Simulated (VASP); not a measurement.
Here is a VASP 6.6.1 calculation.

INCAR

```
SYSTEM = HfO2
ALGO = Normal ; EDIFF = 1E-7
ENCUT = 520 ; GGA = PE
ISIF = 2 ; ISMEAR = 0
LASPH = .TRUE. ; LCHARG = .TRUE.
LELF = .TRUE. ; LREAL = .FALSE.
LVHAR = .TRUE. ; LWAVE = .FALSE.
NBANDS = 31 ; NELM = 100
PREC = Accurate ; SIGMA = 0.05
```

The input KPOINTS:

```
k-points
0
G
  6 6 4
  0 0 0
```

Contents of POSCAR:

```
HfO2
1.0
    3.6043047840      0.0000000000      0.0000000000
    0.0000000000      3.6043047840      0.0000000000
    0.0000000000      0.0000000000      5.2639672632
Hf O
2 4
Direct
    0.4869145299      0.5130854701      0.5000000000
    0.0000000000      0.0000000000      0.0000000000
    0.0000000000      0.5000000000      0.6932520948
    0.5000000000      0.0000000000      0.8067479052
    0.5000000000      0.0000000000      0.3067479052
    0.0000000000      0.5000000000      0.1932520948
```

Potentials or basis: VASP PAW PBE potentials, release 64 (Hf_pv, O).

Run with:

```console
$ cat potpaw_PBE.64/Hf_pv/POTCAR potpaw_PBE.64/O/POTCAR > POTCAR
$ mpirun -np 1 vasp_std > vasp.out
```

Problem. What does it give for the pressure?

Solution. -2.8 GPa.

Problem. Predict the band gap on the k mesh.

Solution. 4.66 eV, indirect (least direct gap 4.73 eV).

Stress tensor (GPa, compression positive):
```
-2.86  0.00 -1.41
 0.00 -2.86 -1.41
-1.41 -1.41 -2.76
```

Caveat: the cell differs from its parent crystal (atom 1 (Hf) moved -0.067 Å along Cartesian [1 -1 0]); spin-orbit coupling is left out, which moves the levels of the heavy elements. A k mesh can miss the band edges.
